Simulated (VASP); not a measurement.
# Si7Ge (Cmm2) in VASP: notebook, part 2 of 2

VASP 6.6.1.

## (3) Single point, PBEsol (the distance across one plane changed)

Contents of INCAR:

```
PREC = Accurate
ENCUT = 520
EDIFF = 1E-6
ISMEAR = 0
SIGMA = 0.03
LREAL = Auto
LASPH = T
NELM = 60
ALGO = Normal
ISIF = 2
LWAVE = F
LCHARG = F
GGA = PS
NBANDS = 56
```

Contents of KPOINTS:

```
regular mesh
0
Gamma
  6 6 3
```

Contents of POSCAR:

```
Si7Ge
1.0
    0.0000000000     -5.4591768537      0.0000000000
    0.0000000000      0.0000000000     -5.4591768537
   12.4183537074      0.0000000000      0.0000000000
Si Ge
14 2
Direct
    0.7474023192      0.7474023192      0.6061710336
    0.7474023192      0.7474023192      0.1665655124
    0.5000000000      0.5000000000      0.4951276985
    0.5000000000      0.5000000000      0.0555221773
    0.5000000000      1.0000000000      0.7149304591
    0.5000000000      1.0000000000      0.2753249379
    1.0000000000      0.5000000000      0.7149304591
    1.0000000000      0.5000000000      0.2753249379
    0.7474023192      0.2525976808      0.8236898846
    0.7474023192      0.2525976808      0.3840843634
    0.2525976808      0.7474023192      0.8236898846
    0.2525976808      0.7474023192      0.3840843634
    0.2525976808      0.2525976808      0.6061710336
    0.2525976808      0.2525976808      0.1665655124
    1.0000000000      1.0000000000      0.4951276985
    1.0000000000      1.0000000000      0.0555221773
```

Potentials or basis: VASP PAW PBE potentials, release 64 (Si, Ge_d).

On the command line:

```bash
> cat potpaw_PBE.64/Si/POTCAR potpaw_PBE.64/Ge_d/POTCAR > POTCAR
> mpirun -np 1 vasp_std > vasp.out
```

OUTCAR:

```text
PREC = Accurate
   ENCUT = 520
   EDIFF = 1E-6
   ISMEAR = 0
   LREAL = Auto
   LASPH = T
   NELM = 60
   ISIF = 2
   GGA = PS

 ion  position               nearest neighbor table
   1  0.747  0.747  0.606-   3 2.36   5 2.36   7 2.36  15 2.39
   2  0.747  0.747  0.167-   4 2.36   6 2.36   8 2.36  16 2.39
   3  0.500  0.500  0.495-   1 2.36  10 2.36  12 2.36  13 2.36
   4  0.500  0.500  0.056-   2 2.36  14 2.36
   5  0.500  0.000  0.715-   9 2.36  11 2.36   1 2.36  13 2.36
   6  0.500  0.000  0.275-  10 2.36  12 2.36   2 2.36  14 2.36
   7  0.000  0.500  0.715-   9 2.36  11 2.36   1 2.36  13 2.36
   8  0.000  0.500  0.275-  10 2.36  12 2.36   2 2.36  14 2.36
   9  0.747  0.253  0.824-   5 2.36   7 2.36
  10  0.747  0.253  0.384-   3 2.36   6 2.36   8 2.36  15 2.39
  11  0.253  0.747  0.824-   5 2.36   7 2.36
  12  0.253  0.747  0.384-   3 2.36   6 2.36   8 2.36  15 2.39
  13  0.253  0.253  0.606-   3 2.36   5 2.36   7 2.36  15 2.39
  14  0.253  0.253  0.167-   4 2.36   6 2.36   8 2.36  16 2.39
  15  0.000  0.000  0.495-   1 2.39  10 2.39  12 2.39  13 2.39
  16  0.000  0.000  0.056-   2 2.39  14 2.39

  LATTYP: Found a simple tetragonal cell.
 ALAT       =     5.4591768537
 C/A-ratio  =     2.2747666984

  Lattice vectors:

 A1 = (   0.0000000000,  -5.4591768537,   0.0000000000)
 A2 = (   0.0000000000,   0.0000000000,  -5.4591768537)
 A3 = (  12.4183537074,   0.0000000000,   0.0000000000)

Analysis of symmetry for initial positions (statically):
=====================================================================
 Subroutine PRICEL returns:
 Original cell was already a primitive cell.

 Routine SETGRP: Setting up the symmetry group for a
 simple tetragonal supercell.

 Subroutine GETGRP returns: Found  4 space group operations
 (whereof  4 operations were pure point group operations)
 out of a pool of 16 trial point group operations.

The static configuration has the point symmetry C_2v.

Analysis of symmetry for dynamics (positions and initial velocities):
=====================================================================
 Subroutine PRICEL returns:
 Original cell was already a primitive cell.

 Routine SETGRP: Setting up the symmetry group for a
 simple tetragonal supercell.

 Subroutine GETGRP returns: Found  4 space group operations
 (whereof  4 operations were pure point group operations)
 out of a pool of 16 trial point group operations.

The dynamic configuration has the point symmetry C_2v.

 Subroutine INISYM returns: Found  4 space group operations
 (whereof  4 operations are pure point group operations),
 and found     1 'primitive' translations

----------------------------------------------------------------------------------------

                                     Primitive cell

  volume of cell :     370.0994

  direct lattice vectors                    reciprocal lattice vectors
     0.000000000 -5.459176854  0.000000000     0.000000000 -0.183177799  0.000000000
     0.000000000  0.000000000 -5.459176854     0.000000000  0.000000000 -0.183177799
    12.418353707  0.000000000  0.000000000     0.080525972  0.000000000  0.000000000

  length of vectors
     5.459176854  5.459176854 12.418353707     0.183177799  0.183177799  0.080525972

  position of ions in fractional coordinates (direct lattice)
[... 65 lines left out ...]
  0.166667  0.000000  0.000000      4.000000
  0.333333  0.000000  0.000000      4.000000
  0.500000  0.000000  0.000000      2.000000
  0.166667  0.166667  0.000000      2.000000
 -0.166667  0.166667  0.000000      2.000000
[... 16 lines left out ...]
  0.333333  0.333333  0.333333      4.000000
 -0.333333  0.333333  0.333333      4.000000
 [... further k-points ...]
   k-points           NKPTS =     26   k-points in BZ     NKDIM =     26   number of bands    NBANDS=     56
   number of dos      NEDOS =    301   number of ions     NIONS =     16
   total plane-waves  NPLWV = 169344
   dimension x,y,z NGX =    42 NGY =   42 NGZ =   96
   dimension x,y,z NGXF=    84 NGYF=   84 NGZF=  192
   ions per type =              14   2
   NGX,Y,Z   is equivalent  to a cutoff of  12.79, 12.79, 12.85 a.u.
   NGXF,Y,Z  is equivalent  to a cutoff of  25.58, 25.58, 25.70 a.u.
 SYSTEM =  unknown system
   PREC   = accura    normal or accurate (medium, high low for compatibility)
   ISTART =      0    job   : 0-new  1-cont  2-samecut
   ICHARG =      2    charge: 1-file 2-atom 10-const
   ISPIN  =      1    spin polarized calculation?
   LNONCOLLINEAR =      F non collinear calculations
   LSORBIT =      F    spin-orbit coupling
   LASPH  =      T    aspherical Exc in radial PAW
   ENCUT  =  520.0 eV  38.22 Ry    6.18 a.u.  10.15 10.15 23.09*2*pi/ulx,y,z
   NELM   =     60;   NELMIN=  2; NELMDL= -5     # of ELM steps
   EDIFF  = 0.1E-05   stopping-criterion for ELM
   LREAL  =      T    real-space projection
   EDIFFG = 0.1E-04   stopping-criterion for IOM
   NSW    =      0    number of steps for IOM
[... 5 lines left out ...]
   TEBEG  =    0.0;   TEEND  =   0.0 temperature during run
   PSTRESS=    0.0 pullay stress
   NELECT =      84.0000    total number of electrons
   NUPDOWN=      -1.0000    fix difference up-down
   EMIN   =  10.00;   EMAX   =-10.00  energy-range for DOS
   EFERMI =   0.00;   METHOD = LEGACY
   ISMEAR =     0;   SIGMA  =   0.03  broadening in eV -4-tet -1-fermi 0-gaus
   EFERMI_NEDOS =   21; number of points for ismear=-14 and -15
   IALGO  =     38    algorithm
   IMIX   =      4    mixing-type and parameters
     AMIX     =   0.40;   BMIX     =  1.00
     AMIX_MAG =   1.60;   BMIX_MAG =  1.00
  volume/ion in A,a.u.               =      23.13       156.10
  Fermi-wavevector in a.u.,A,eV,Ry     =   0.998608  1.887096 13.567980  0.997218
  Thomas-Fermi vector in A             =   2.130843
   LORBIT       =      0    0 simple, 1 ext, 2 COOP (PROOUT), +10 PAW based schemes
   GGA     = PS    functional components
   LHFCALC =     F    Hartree Fock is set to
   AEXX    =    0.0000 exact exchange contribution
   IVDW    =     0    specifies the selected vdW correction
   LEPSILON=     F    determine dielectric tensor
   LRPA    =     F    only Hartree local field effects (RPA)
 non-spin polarized calculation
 Gauss-broadening in eV      SIGMA  =   0.03
  energy-cutoff  :      520.00
  volume of cell :      370.10
 maximum number of plane-waves:     10020
 NGX is ok and might be reduce to    42
   NGX = 21   NGY = 21   NGZ = 47

 number of electron      84.0000030 magnetization

 Free energy of the ion-electron system (eV)
  ---------------------------------------------------
  ext. energy  EPLUGINS =         0.00000000
  ---------------------------------------------------
  free energy    TOTEN  =       -84.43736244 eV

  energy without entropy =      -84.43601390  energy(sigma->0) =      -84.43668817

 E-fermi :   4.5308     XC(G=0):  -9.1063

 val. band max:        4.4906761032   @ k =  -0.1667   0.3333   0.3333
 cond. band min:       4.5502025258   @ k =   0.3333   0.0000   0.0000
 fundamental gap:      0.0595264225
 Fermi energy:         4.5308448340

 k-point     1 :       0.0000    0.0000    0.0000
  band No.  band energies     occupation
      1     -19.9306      2.00000
      2     -19.9044      2.00000
      3     -19.8762      2.00000
      4     -19.8309      2.00000
      5     -19.8058      2.00000
      6     -19.7586      2.00000
[... 1357 lines left out ...]
     53       7.4363      0.00000
     54       7.9686      0.00000

 [... further k-points ...]

 [bands above 54 left out]

------------------------ aborting loop because EDIFF is reached ----------------------------------------

  FORCE on cell =-STRESS in cart. coord.  units (eV):
  Direction    XX          YY          ZZ          XY          YZ          ZX
  --------------------------------------------------------------------------------------
  -------------------------------------------------------------------------------------
  Total       -9.8925278     -4.3233508     -4.3233508      0.0000000      3.9020657      0.0000000
  in kB      -42.8252109    -18.7159857    -18.7159857      0.0000000     16.8922229      0.0000000
  external PRESSURE =     -26.7523941 kB  Pullay stress =       0.0000000 kB

 VOLUME and BASIS-vectors are now :
 -----------------------------------------------------------------------------
  energy-cutoff  :      520.00
  volume of cell :      370.10
      direct lattice vectors                 reciprocal lattice vectors
     0.000000000 -5.459176854  0.000000000     0.000000000 -0.183177799  0.000000000
     0.000000000  0.000000000 -5.459176854     0.000000000  0.000000000 -0.183177799
    12.418353707  0.000000000  0.000000000     0.080525972  0.000000000  0.000000000

 POSITION                                       TOTAL-FORCE (eV/Angst)
 -----------------------------------------------------------------------------------
      7.52765     -4.08020     -4.08020         0.052103      0.027089      0.027089
      2.06847     -4.08020     -4.08020        -0.206676      0.132525      0.132525
      6.14867     -2.72959     -2.72959        -0.024425      0.000000      0.000000
      0.68949     -2.72959     -2.72959        -0.979965      0.000000      0.000000
      8.87826     -2.72959      0.00000         0.320705      0.000000      0.000000
      3.41908     -2.72959      0.00000        -0.035681      0.000000      0.000000
[... 8 lines left out ...]
      6.14867      0.00000      0.00000        -0.027724      0.000000      0.000000
      0.68949      0.00000      0.00000        -1.333011      0.000000      0.000000
 -----------------------------------------------------------------------------------
    total drift:                               -0.002929      0.000000      0.000000

  FREE ENERGIE OF THE ION-ELECTRON SYSTEM (eV)
  ---------------------------------------------------
  free  energy   TOTEN  =       -84.4373624404 eV

  energy  without entropy=      -84.4360138987  energy(sigma->0) =      -84.43668817
```

Run time: 9.4 min. Hardware: 1 thread of Intel Xeon Platinum 8259CL at 2.50GHz (Skylake/Cascade Lake), shared host; peak memory 0.59 GiB.

Results:

```yaml
Free_energy: -84.4374 eV
Pressure: -2.7 GPa
Largest_force: 1.333 eV/Å
Band_gap_on_the_k_mesh: zero (bands 42 and 43 overlap by 0.64 eV)
```

Forces in eV/Å, atoms in the order of the input:
```
Si   0.052  0.027  0.027
Si  -0.207  0.133  0.133
Si  -0.024  0.000  0.000
Si  -0.980  0.000  0.000
Si   0.321  0.000  0.000
Si  -0.036  0.000  0.000
Si   0.321  0.000  0.000
Si  -0.036  0.000  0.000
Si   1.044  0.060 -0.060
Si   0.009  0.019 -0.019
Si   1.044 -0.060  0.060
Si   0.009 -0.019  0.019
Si   0.052 -0.027 -0.027
Si  -0.207 -0.133 -0.133
Ge  -0.028  0.000  0.000
Ge  -1.333  0.000  0.000
```

Caveat: the cell differs from its parent crystal (the distance across one plane changed); semilocal functionals underestimate gaps, and a narrow one can read as zero; the PAW data sets were made with another functional, which shifts forces and pressure a little.

## (4) Single point, PBEsol (the distance across one plane changed)

Contents of INCAR:

```
ALGO = Normal
EDIFF = 1E-7
ENCUT = 520
GGA = PS
ISIF = 2
ISMEAR = 0
LASPH = True
LCHARG = False
LREAL = Auto
LWAVE = False
NBANDS = 56
NELM = 60
PREC = Accurate
SIGMA = 0.03
```

Contents of KPOINTS:

```
k-points
0
Gamma
  6 6 3
```

Contents of POSCAR:

```
Si7Ge
1.0
    0.0000000000     -5.4591768537      0.0000000000
    0.0000000000      0.0000000000     -5.4591768537
   12.9183537074      0.0000000000      0.0000000000
Si Ge
14 2
Direct
    0.7474023192      0.7474023192      0.5827094128
    0.7474023192      0.7474023192      0.1601186572
    0.5000000000      0.5000000000      0.4759639680
    0.5000000000      0.5000000000      0.0533732124
    0.5000000000      1.0000000000      0.6872593458
    0.5000000000      1.0000000000      0.2646685902
    1.0000000000      0.5000000000      0.6872593458
    1.0000000000      0.5000000000      0.2646685902
    0.7474023192      0.2525976808      0.7918092788
    0.7474023192      0.2525976808      0.3692185232
    0.2525976808      0.7474023192      0.7918092788
    0.2525976808      0.7474023192      0.3692185232
    0.2525976808      0.2525976808      0.5827094128
    0.2525976808      0.2525976808      0.1601186572
    1.0000000000      1.0000000000      0.4759639680
    1.0000000000      1.0000000000      0.0533732124
```

Potentials or basis: VASP PAW PBE potentials, release 64 (Si, Ge_d).

On the command line:

```bash
> cat potpaw_PBE.64/Si/POTCAR potpaw_PBE.64/Ge_d/POTCAR > POTCAR
> mpirun -np 1 vasp_std > vasp.out
```

OUTCAR:

```text
EDIFF = 1E-7
   ENCUT = 520
   GGA = PS
   ISIF = 2
   ISMEAR = 0
   LASPH = True
   LREAL = Auto
   NELM = 60
   PREC = Accurate

 ion  position               nearest neighbor table
   1  0.747  0.747  0.583-   5 2.36   7 2.36   3 2.36  15 2.39
   2  0.747  0.747  0.160-   6 2.36   8 2.36   4 2.36  16 2.39
   3  0.500  0.500  0.476-   1 2.36  13 2.36  12 2.36  10 2.36
   4  0.500  0.500  0.053-   2 2.36  14 2.36
   5  0.500  0.000  0.687-   1 2.36   9 2.36  11 2.36  13 2.36
   6  0.500  0.000  0.265-  10 2.36  12 2.36   2 2.36  14 2.36
   7  0.000  0.500  0.687-   1 2.36   9 2.36  11 2.36  13 2.36
   8  0.000  0.500  0.265-  10 2.36  12 2.36   2 2.36  14 2.36
[... 1608 lines left out ...]
  in kB      -25.5723566    -18.4671491    -18.4671491      0.0000000     15.2407807      0.0000000
  external PRESSURE =     -20.8355516 kB  Pullay stress =       0.0000000 kB

 VOLUME and BASIS-vectors are now :
 -----------------------------------------------------------------------------
  energy-cutoff  :      520.00
  volume of cell :      385.00
      direct lattice vectors                 reciprocal lattice vectors
     0.000000000 -5.459176854  0.000000000     0.000000000 -0.183177799  0.000000000
     0.000000000  0.000000000 -5.459176854     0.000000000  0.000000000 -0.183177799
    12.918353707  0.000000000  0.000000000     0.077409244  0.000000000  0.000000000

 POSITION                                       TOTAL-FORCE (eV/Angst)
 -----------------------------------------------------------------------------------
      7.52765     -4.08020     -4.08020         0.033789      0.053355      0.053355
      2.06847     -4.08020     -4.08020        -0.102702      0.162789      0.162789
      6.14867     -2.72959     -2.72959        -0.011887     -0.000000     -0.000000
      0.68949     -2.72959     -2.72959        -0.406234     -0.000000     -0.000000
      8.87826     -2.72959      0.00000         0.210750     -0.000000     -0.000000
      3.41908     -2.72959      0.00000        -0.021487     -0.000000     -0.000000
[... 8 lines left out ...]
      6.14867      0.00000      0.00000         0.010463     -0.000000     -0.000000
      0.68949      0.00000      0.00000        -0.819038     -0.000000     -0.000000
 -----------------------------------------------------------------------------------
    total drift:                               -0.002286      0.000000      0.000000

  FREE ENERGIE OF THE ION-ELECTRON SYSTEM (eV)
  ---------------------------------------------------
  free  energy   TOTEN  =       -83.4108230161 eV

  energy  without entropy=      -83.4077762737  energy(sigma->0) =      -83.40929964
```

stdout:

```text
POSCAR found type information on POSCAR SiGe
 POSCAR found :  2 types and      16 ions
 scaLAPACK will be used
 -----------------------------------------------------------------------------
|                                                                             |
|                                                                             |
|     You enforced a specific xc type in the INCAR file but a different       |
|     I HOPE YOU KNOW WHAT YOU ARE DOING!                                     |
|                                                                             |
 -----------------------------------------------------------------------------

 LDA part: xc-table for (Slater+PW92), standard interpolation
 POSCAR, INCAR and KPOINTS ok, starting setup
 FFT: planning ... GRIDC
 FFT: planning ... GRID_SOFT
 FFT: planning ... GRID
 WAVECAR not read
 entering main loop
```

It took 10 min on 1 thread of Intel Xeon Platinum 8259CL at 2.50GHz (Skylake/Cascade Lake), shared host; peak memory 0.6 GiB.

Results:

* Free energy: -83.4108 eV
* Pressure: -2.1 GPa
* Largest force: 0.819 eV/Å
* Band gap on the k mesh: zero (bands 42 and 43 overlap by 0.59 eV)

Forces on the atoms (eV/Å):
```
Si   0.034  0.053  0.053
Si  -0.103  0.163  0.163
Si  -0.012  0.000  0.000
Si  -0.406  0.000  0.000
Si   0.211  0.000  0.000
Si  -0.021  0.000  0.000
Si   0.211  0.000  0.000
Si  -0.021  0.000  0.000
Si   0.512  0.053 -0.053
Si  -0.019  0.040 -0.040
Si   0.512 -0.053  0.053
Si  -0.019 -0.040  0.040
Si   0.034 -0.053 -0.053
Si  -0.103 -0.163 -0.163
Ge   0.010  0.000  0.000
Ge  -0.819  0.000  0.000
```

Levels at points of the mesh, in eV from the Fermi level:
| k point | band 40 | band 41 | band 42 | band 43 | band 44 | band 45 |
| --- | --- | --- | --- | --- | --- | --- |
| (0.00, 0.00, 0.00) | -0.80 | -0.68 | -0.27 | -0.27 | 0.22 | 0.78 |
| (0.50, 0.00, 0.00) | -1.04 | 0.13 | 0.16 | 0.36 | 0.40 | 0.42 |
| (0.50, 0.50, 0.00) | -0.70 | -0.49 | -0.49 | -0.28 | -0.18 | 1.73 |

Caveat: the cell differs from its parent crystal (the distance across one plane changed); semilocal functionals underestimate gaps, and a narrow one can read as zero; the PAW data sets were made with another functional, which shifts forces and pressure a little.

## (5) The runs side by side

| cell | gap on the mesh (eV) | pressure (GPa) | largest force (eV/Å) |
| --- | --- | --- | --- |
| a = 5.459, b = 5.459, c = 11.918 Å, 16 atoms | none | -3.1 | 1.88 |
| a = 5.459, b = 5.459, c = 12.418 Å, 16 atoms | none | -2.7 | 1.33 |
| a = 5.459, b = 5.459, c = 12.918 Å, 16 atoms | none | -2.1 | 0.82 |

Alike in all rows: task single point; level PBEsol; potentials or basis VASP PAW PBE potentials, release 64 (Si, Ge_d); no spin polarisation; k mesh 6 × 6 × 3; cutoff (eV) 520; smearing gaussian 0.03 eV.

Caveats: the PAW data sets were made with another functional, which shifts forces and pressure a little; semilocal functionals underestimate gaps, and a narrow one can read as zero (at least some runs); the cell stands under tension (at least some runs).

Total energies depend on the potentials used, so only differences within one code and one set of settings carry meaning.

The gap in the log of VASP goes by the Fermi energy; the results here count the filled bands.